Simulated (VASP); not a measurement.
# As in VASP: a series of runs

Runs on As. Level: r2SCAN. Tasks: single point.

All numbers are computed with VASP 6.6.1; they aren't measurements. Logs are shortened: lines on timing, memory, paths and dates and some standing lists are left out, and cuts for length are marked.

**1. The cell of the first run**

It takes space group R-3m (No. 166, trigonal). The conventional cell has a = 3.849 Å, b = 3.849 Å, c = 4.642 Å, α = 90.00°, β = 90.00°, γ = 120.00°. Within 3.6 Å of As (site symmetry -3m) lie 6 As at 2.71 Å.

**2. Single point, r2SCAN**

POSCAR

```
As
1.0
    3.8494747638      0.0000000001      0.0000000000
   -1.9247373820      3.3337429367      0.0000000000
    0.0000000000      0.0000000000      4.6415002645
As
3
Direct
    0.3333282067      0.0000000000      0.3333333333
    0.0000000000      0.3333282067      0.6666666667
    0.6666717933      0.6666717933      0.0000000000
```

INCAR.step1

```
SYSTEM = As
PREC = Accurate
ENCUT = 520
ISMEAR = 0
SIGMA = 0.1
LREAL = .FALSE.
LASPH = .TRUE.
NELM = 100
NBANDS = 14
GGA = PE
ALGO = Normal
EDIFF = 1E-4
LWAVE = .TRUE.
LCHARG = .FALSE.
```

INCAR.step2

```
SYSTEM = As
PREC = Accurate
ENCUT = 520
EDIFF = 1E-6
ISMEAR = 0
SIGMA = 0.1
LREAL = .FALSE.
LASPH = .TRUE.
NELM = 100
ALGO = Normal
ISIF = 2
LWAVE = .FALSE.
LCHARG = .FALSE.
METAGGA = R2SCAN
LMIXTAU = .TRUE.
NBANDS = 14
ISTART = 1
```

KPOINTS

```
regular mesh
0
G
  6 6 4
  0 0 0
```

Potentials or basis: VASP PAW PBE potentials, release 64 (As).

Launch:

```console
> cat potpaw_PBE.64/As/POTCAR > POTCAR
> cp INCAR.step1 INCAR
> mpirun -np 1 vasp_std > vasp.out
> cp INCAR.step2 INCAR
> mpirun -np 1 vasp_std > vasp.out
```

OUTCAR:

```text
SYSTEM = As
   PREC = Accurate
   ENCUT = 520
   EDIFF = 1E-6
   ISMEAR = 0
   LREAL = .FALSE.
   LASPH = .TRUE.
   NELM = 100
   ISIF = 2
   METAGGA = R2SCAN
   ISTART = 1

 ion  position               nearest neighbor table
   1  0.333  0.000  0.333-   3 2.71   2 2.71   3 2.71   3 2.71   2 2.71   2 2.71
   2  0.000  0.333  0.667-   3 2.71   1 2.71   3 2.71   3 2.71   1 2.71   1 2.71
   3  0.667  0.667  0.000-   1 2.71   2 2.71   2 2.71   1 2.71   2 2.71   1 2.71

  LATTYP: Found a hexagonal cell.
 ALAT       =     3.8494747638
 C/A-ratio  =     1.2057489786

  Lattice vectors:

 A1 = (   3.8494747638,   0.0000000001,   0.0000000000)
 A2 = (  -1.9247373820,   3.3337429367,   0.0000000000)
 A3 = (   0.0000000000,   0.0000000000,   4.6415002645)

Analysis of symmetry for initial positions (statically):
=====================================================================
 Subroutine PRICEL returns:
 Original cell was already a primitive cell.

 Routine SETGRP: Setting up the symmetry group for a
 hexagonal supercell.

 Subroutine GETGRP returns: Found  6 space group operations
 (whereof  2 operations were pure point group operations)
 out of a pool of 24 trial point group operations.

The static configuration has the point symmetry C_2 .
 The point group associated with its full space group is D_3 .

Analysis of symmetry for dynamics (positions and initial velocities):
=====================================================================
 Subroutine PRICEL returns:
 Original cell was already a primitive cell.

 Routine SETGRP: Setting up the symmetry group for a
 hexagonal supercell.

 Subroutine GETGRP returns: Found  6 space group operations
 (whereof  2 operations were pure point group operations)
 out of a pool of 24 trial point group operations.

The dynamic configuration has the point symmetry C_2 .
 The point group associated with its full space group is D_3 .

 Subroutine INISYM returns: Found  6 space group operations
 (whereof  2 operations are pure point group operations),
 and found     1 'primitive' translations

----------------------------------------------------------------------------------------

                                     Primitive cell

  volume of cell :      59.5651

  direct lattice vectors                    reciprocal lattice vectors
     3.849474764  0.000000000  0.000000000     0.259775700  0.149981570  0.000000000
    -1.924737382  3.333742937  0.000000000    -0.000000000  0.299963140  0.000000000
     0.000000000  0.000000000  4.641500265     0.000000000  0.000000000  0.215447580

  length of vectors
     3.849474764  3.849474764  4.641500265     0.299963140  0.299963140  0.215447580

  position of ions in fractional coordinates (direct lattice)
     0.333328207  0.000000000  0.333333333
     0.000000000  0.333328207  0.666666667
     0.666671793  0.666671793  0.000000000

  ion indices of the primitive-cell ions
   primitive index   ion index
                 1           1
                 2           2
                 3           3

----------------------------------------------------------------------------------------

 KPOINTS: regular mesh

Automatic generation of k-mesh.
 Grid dimensions read from file:
 generate k-points for:    6    6    4

 Generating k-lattice:

  Cartesian coordinates                     Fractional coordinates (reciprocal lattice)
     0.043295950  0.024996928  0.000000000     0.166666667  0.000000000  0.000000000
    -0.000000000  0.049993857  0.000000000     0.000000000  0.166666667  0.000000000
     0.000000000  0.000000000  0.053861895     0.000000000  0.000000000  0.250000000

  Length of vectors
     0.049993857  0.049993857  0.053861895

  Shift w.r.t. Gamma in fractional coordinates (k-lattice)
     0.000000000  0.000000000  0.000000000

 Subroutine IBZKPT returns following result:
 ===========================================

 Found     24 irreducible k-points:

 Following reciprocal coordinates:
            Coordinates               Weight
  0.000000  0.000000  0.000000      1.000000
  0.166667  0.000000  0.000000      6.000000
  0.333333  0.000000  0.000000      6.000000
  0.500000  0.000000  0.000000      3.000000
  0.166667  0.166667  0.000000      6.000000
  0.333333  0.166667  0.000000     12.000000
[... 16 lines left out ...]
  0.333333  0.166667  0.500000     12.000000
  0.333333  0.333333  0.500000      2.000000
   k-points           NKPTS =     24   k-points in BZ     NKDIM =     24   number of bands    NBANDS=     14
   number of dos      NEDOS =    301   number of ions     NIONS =      3
   total plane-waves  NPLWV =  32400
   dimension x,y,z NGX =    30 NGY =   30 NGZ =   36
   dimension x,y,z NGXF=    60 NGYF=   60 NGZF=   72
   ions per type =               3
   NGX,Y,Z   is equivalent  to a cutoff of  12.96, 12.96, 12.89 a.u.
   NGXF,Y,Z  is equivalent  to a cutoff of  25.91, 25.91, 25.79 a.u.
 SYSTEM =  As
   PREC   = accura    normal or accurate (medium, high low for compatibility)
   ISTART =      1    job   : 0-new  1-cont  2-samecut
   ICHARG =      0    charge: 1-file 2-atom 10-const
   ISPIN  =      1    spin polarized calculation?
   LNONCOLLINEAR =      F non collinear calculations
   LSORBIT =      F    spin-orbit coupling
   LASPH  =      T    aspherical Exc in radial PAW
   ENCUT  =  520.0 eV  38.22 Ry    6.18 a.u.   7.16  7.16  8.63*2*pi/ulx,y,z
   NELM   =    100;   NELMIN=  2; NELMDL=  0     # of ELM steps
   EDIFF  = 0.1E-05   stopping-criterion for ELM
   LREAL  =      F    real-space projection
   EDIFFG = 0.1E-04   stopping-criterion for IOM
   NSW    =      0    number of steps for IOM
   IBRION =     -1    ionic relax: 0-MD 1-quasi-New 2-CG
   NFREE  =      0    steps in history (QN), initial steepest desc. (CG)
   ISIF   =      2    stress and relaxation
   ISYM   =      2    0-nonsym 1-usesym 2-fastsym
   POTIM  = 0.5000    time-step for ionic-motion
   TEBEG  =    0.0;   TEEND  =   0.0 temperature during run
   PSTRESS=    0.0 pullay stress
   NELECT =      15.0000    total number of electrons
   NUPDOWN=      -1.0000    fix difference up-down
   EMIN   =  10.00;   EMAX   =-10.00  energy-range for DOS
   EFERMI =   0.00;   METHOD = LEGACY
   ISMEAR =     0;   SIGMA  =   0.10  broadening in eV -4-tet -1-fermi 0-gaus
   EFERMI_NEDOS =   21; number of points for ismear=-14 and -15
   IALGO  =     38    algorithm
   IMIX   =      4    mixing-type and parameters
     AMIX     =   0.40;   BMIX     =  1.00
     AMIX_MAG =   1.60;   BMIX_MAG =  1.00
  volume/ion in A,a.u.               =      19.86       133.99
  Fermi-wavevector in a.u.,A,eV,Ry     =   1.033811  1.953620 14.541441  1.068766
  Thomas-Fermi vector in A             =   2.168076
   LORBIT       =      0    0 simple, 1 ext, 2 COOP (PROOUT), +10 PAW based schemes
   METAGGA = R2SCAN    functional components
   LHFCALC =     F    Hartree Fock is set to
   AEXX    =    0.0000 exact exchange contribution
   IVDW    =     0    specifies the selected vdW correction
   LEPSILON=     F    determine dielectric tensor
   LRPA    =     F    only Hartree local field effects (RPA)
 non-spin polarized calculation
 Gauss-broadening in eV      SIGMA  =   0.10
  energy-cutoff  :      520.00
  volume of cell :       59.57
 maximum number of plane-waves:      1620
 NGX is ok and might be reduce to    30

 number of electron      14.9999997 magnetization

 Free energy of the ion-electron system (eV)
  ---------------------------------------------------
  ext. energy  EPLUGINS =         0.00000000
  ---------------------------------------------------
  free energy    TOTEN  =       -43.59766551 eV

  energy without entropy =      -43.58634394  energy(sigma->0) =      -43.59200472

 E-fermi :   5.7951     XC(G=0): -10.8988

 val. band max:        5.7133421158   @ k =   0.1667   0.0000   0.0000
 cond. band min:       5.8045852374   @ k =   0.1667   0.1667   0.2500
 fundamental gap:      0.0912431216
 Fermi energy:         5.7950617761

 k-point     1 :       0.0000    0.0000    0.0000
  band No.  band energies     occupation
      1      -9.9030      2.00000
      2      -3.7722      2.00000
      3      -3.7722      2.00000
      4       4.0261      2.00000
      5       4.0263      2.00000
      6       4.0263      2.00000
      7       4.0264      2.00000
      8       5.4964      1.99998
      9       5.4964      1.99998
     10       9.9983      0.00000
     11      10.1093      0.00000
     12      10.1093      0.00000
     13      14.1580      0.00000
     14      14.1580      0.00000

 k-point     2 :       0.1667    0.0000    0.0000
  band No.  band energies     occupation
      1      -9.5500      2.00000
      2      -3.8537      2.00000
      3      -3.6631      2.00000
      4       1.3873      2.00000
      5       2.5000      2.00000
      6       3.0607      2.00000
      7       5.7133      1.75219
      8       7.0634      0.00000
      9       7.7207      0.00000
     10       8.6301      0.00000
     11       9.4461      0.00000
     12       9.6638      0.00000
     13      11.5714      0.00000
     14      13.2298      0.00000

 k-point     3 :       0.3333    0.0000    0.0000
  band No.  band energies     occupation
      1      -8.5086      2.00000
      2      -4.9462      2.00000
      3      -3.3480      2.00000
      4       0.6188      2.00000
      5       1.4945      2.00000
      6       1.8015      2.00000
      7       4.5545      2.00000
      8       6.9597      0.00000
      9       8.2699      0.00000
     10       8.4474      0.00000
     11       9.0262      0.00000
     12       9.4167      0.00000
     13      12.6199      0.00000
     14      14.1583      0.00000
[... 324 lines left out ...]
 k-point    23 :       0.3333    0.1667    0.5000
  band No.  band energies     occupation
      1      -6.5268      2.00000
      2      -6.1379      2.00000
      3      -4.4390      2.00000
      4      -0.8660      2.00000
      5       0.7936      2.00000
      6       0.9734      2.00000
      7       5.8335      0.58684
      8       6.5257      0.00000
      9       8.3887      0.00000
     10      10.1369      0.00000
     11      10.8608      0.00000
     12      11.9886      0.00000
     13      13.2845      0.00000
     14      15.0138      0.00000

 k-point    24 :       0.3333    0.3333    0.5000
  band No.  band energies     occupation
      1      -5.5566      2.00000
      2      -5.5566      2.00000
      3      -5.5564      2.00000
      4      -0.5012      2.00000
      5      -0.5012      2.00000
      6      -0.5012      2.00000
      7       8.5288      0.00000
      8       8.5289      0.00000
      9       8.5289      0.00000
     10       9.7814      0.00000
     11       9.7814      0.00000
     12       9.7815      0.00000
     13      15.3948      0.00000
     14      15.3948      0.00000

------------------------ aborting loop because EDIFF is reached ----------------------------------------

  FORCE on cell =-STRESS in cart. coord.  units (eV):
  Direction    XX          YY          ZZ          XY          YZ          ZX
  --------------------------------------------------------------------------------------
  -------------------------------------------------------------------------------------
  Total       -0.0144948     -0.0144948     -0.0138039      0.0000000     -0.0000000      0.0000000
  in kB       -0.3898804     -0.3898804     -0.3712951      0.0000000     -0.0000000      0.0000000
  external PRESSURE =      -0.3836853 kB  Pullay stress =       0.0000000 kB

 VOLUME and BASIS-vectors are now :
 -----------------------------------------------------------------------------
  energy-cutoff  :      520.00
  volume of cell :       59.57
      direct lattice vectors                 reciprocal lattice vectors
     3.849474764  0.000000000  0.000000000     0.259775700  0.149981570  0.000000000
    -1.924737382  3.333742937  0.000000000    -0.000000000  0.299963140  0.000000000
     0.000000000  0.000000000  4.641500265     0.000000000  0.000000000  0.215447580

 POSITION                                       TOTAL-FORCE (eV/Angst)
 -----------------------------------------------------------------------------------
      1.28314      0.00000      1.54717         0.000163      0.000000     -0.000000
     -0.64157      1.11123      3.09433        -0.000082      0.000141      0.000000
      1.28317      2.22251      0.00000        -0.000082     -0.000141      0.000000
 -----------------------------------------------------------------------------------
    total drift:                                0.000000     -0.000000      0.000000

  FREE ENERGIE OF THE ION-ELECTRON SYSTEM (eV)
  ---------------------------------------------------
  free  energy   TOTEN  =       -43.5976655088 eV

  energy  without entropy=      -43.5863439379  energy(sigma->0) =      -43.59200472
```

Wall time 38 s (1 thread of Intel Xeon 6975P-C (Granite Rapids), shared host); peak memory 0.18 GiB.

What came out:

- Free energy: -43.5977 eV
- Pressure: 0.0 GPa

Levels at points of the mesh, in eV from the Fermi level:
| k point | band 3 | band 4 | band 5 | band 6 | band 7 | band 8 | band 9 | band 10 | band 11 | band 12 |
| --- | --- | --- | --- | --- | --- | --- | --- | --- | --- | --- |
| (0.00, 0.00, 0.00) | -9.57 | -1.77 | -1.77 | -1.77 | -1.77 | -0.30 | -0.30 | 4.20 | 4.31 | 4.31 |
| (0.50, 0.00, 0.00) | -8.94 | -4.65 | -4.49 | -3.77 | -3.77 | 1.90 | 1.90 | 2.83 | 2.83 | 2.87 |
| (0.00, 0.00, 0.50) | -5.03 | -2.15 | -2.15 | -1.93 | 0.62 | 0.62 | 0.62 | 0.62 | 1.62 | 1.62 |
| (0.50, 0.00, 0.50) | -11.15 | -7.26 | -2.92 | -2.92 | -2.21 | -2.21 | 3.83 | 3.83 | 6.64 | 6.71 |

Caveat: the PAW data sets were made with another functional, which shifts forces and pressure a little.

**3. Single point, r2SCAN**

This run uses another cell than the first one: it holds 1 atom, not 3.

POSCAR

```
As
1.0
    2.7036817444      0.0000000000      0.0000000000
    0.0000000000      2.7036817444      0.0000000000
    0.0000000000      0.0000000000      2.7036817444
As
1
Direct
    0.5000000000      0.5000000000      0.5000000000
```

INCAR.step1

```
SYSTEM = As
ALGO = Normal ; EDIFF = 1E-5
ENCUT = 550 ; GGA = PE
GGA_COMPAT = .False. ; ISMEAR = 0
LASPH = .True. ; LCHARG = .False.
LREAL = .False. ; LWAVE = .True.
NBANDS = 8 ; NELM = 120
PREC = Accurate ; SIGMA = 0.1
```

INCAR.step2

```
SYSTEM = As
ALGO = Normal ; EDIFF = 1E-6
ENCUT = 550 ; GGA_COMPAT = .False.
ISIF = 2 ; ISMEAR = 0
ISTART = 1 ; LASPH = .True.
LCHARG = .False. ; LMIXTAU = .True.
LREAL = .False. ; LWAVE = .False.
METAGGA = R2SCAN ; NBANDS = 8
NELM = 120 ; PREC = Accurate
SIGMA = 0.1
```

KPOINTS

```
k-points
0
Gamma
  6 6 6
  0 0 0
```

Potentials or basis: VASP PAW PBE potentials, release 64 (As).

Launch:

```console
> cat potpaw_PBE.64/As/POTCAR > POTCAR
> cp INCAR.step1 INCAR
> mpirun -np 1 vasp_std > vasp.out
> cp INCAR.step2 INCAR
> mpirun -np 1 vasp_std > vasp.out
```

It took 7.7 s on 1 thread of Intel Xeon Platinum 8488C (Sapphire Rapids), shared host; peak memory 0.14 GiB.

Results (log left out):

| Item | Value |
| --- | --- |
| Free energy | -14.5801 eV |
| Pressure | 0.2 GPa |

Levels at points of the mesh, in eV from the Fermi level:
```
           k point  band 1  band 2  band 3  band 4  band 5  band 6
(0.00, 0.00, 0.00)  -16.08    3.95    3.95    3.95    8.51    8.51
(0.50, 0.00, 0.00)  -12.78   -7.65    6.37    6.37   11.19   14.71
(0.50, 0.50, 0.00)   -9.28   -4.94   -4.94    2.50    8.69   16.88
(0.50, 0.50, 0.50)   -5.33   -2.43   -2.43   -2.43    5.98    5.98
```

Caveat: the k points lie up to 0.39 Å⁻¹ apart; the PAW data sets were made with another functional, which shifts forces and pressure a little.
